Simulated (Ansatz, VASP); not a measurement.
# AlNi: VASP beside Ansatz

Contents of INCAR:

```
SYSTEM = AlNi
PREC = Accurate
ENCUT = 520
EDIFF = 1E-7
ISMEAR = 0
SIGMA = 0.15
LREAL = .FALSE.
LASPH = .TRUE.
NELM = 80
ALGO = Normal
ISIF = 2
LWAVE = .FALSE.
LCHARG = .TRUE.
GGA = PE
LELF = .TRUE.
LVHAR = .TRUE.
NBANDS = 14
```

Contents of KPOINTS:

```
Automatic mesh
0
G
  16 16 16
  0 0 0
```

Contents of POSCAR:

```
AlNi
1.0
    2.8204056860      0.0000000000      0.0000000000
    0.0000000000      2.8204056860      0.0000000000
    0.0000000000      0.0000000000      2.8204056860
Al Ni
1 1
Direct
    0.0000000000      0.0000000000     -0.0207416969
    0.5000000000      0.5000000000      0.5095350226
```

Input for Ansatz:

```yaml
crystal:
  lattice:
    - [2.820405686, 0.0, 0.0]
    - [0.0, 2.820405686, 0.0]
    - [0.0, 0.0, 2.820405686]
  atoms:
    - { symbol: Al, position: [0.0, 0.0, -0.0207416969] }
    - { symbol: Ni, position: [0.5, 0.5, 0.5095350226] }
basis:
  ecutwfc: 520.0
kpoints:
  mp_grid: { grid: [16, 16, 16] }
hamiltonian:
  xc: pbe
  pseudopotentials: { kind: paw, azcp: { folder: soft_1 } }
scf:
  occupations: { method: gaussian, width: 0.15 }
output:
  forces: true
  stress: true
  eigenvalues: true
```

Change from the starting cell: mode 6 frozen in at -0.060 Å, equal normal strain along x, y and z -0.0250.

Alike in both runs: task single point; functional PBE; k mesh 16 × 16 × 16; occupations gaussian, width 0.15 eV; no spin polarisation.

|  | VASP | Ansatz |
| --- | --- | --- |
| version | VASP 6.6.1 | Ansatz 0.2.0 |
| potentials or method | VASP PAW PBE potentials, release 64 (Al, Ni), cutoff 520 eV | scalar-relativistic, plane waves, PAW |
| valence electrons in the cell | 13 | 21 |

|  | VASP | Ansatz | Ansatz less VASP |
| --- | --- | --- | --- |
| gap on the k mesh at the Fermi level (eV) | none | none | - |
| pressure (GPa) | 14.9 | 14.8 | -0.05 |
| traceless stress, the component that is largest in VASP (GPa) | -0.37 | -0.36 | +0.006 |
| rms of the force components (eV/Å) | 0.375 | 0.373 | -0.0025 |

Atom by atom the forces differ by 0.002 eV/Å (rms over components). A gap of «none» marks a metal or a gap that the smearing closes. VASP's potentials hold 13 valence electrons a cell and Ansatz's 21, so a difference there can come from the potentials and not from the codes.
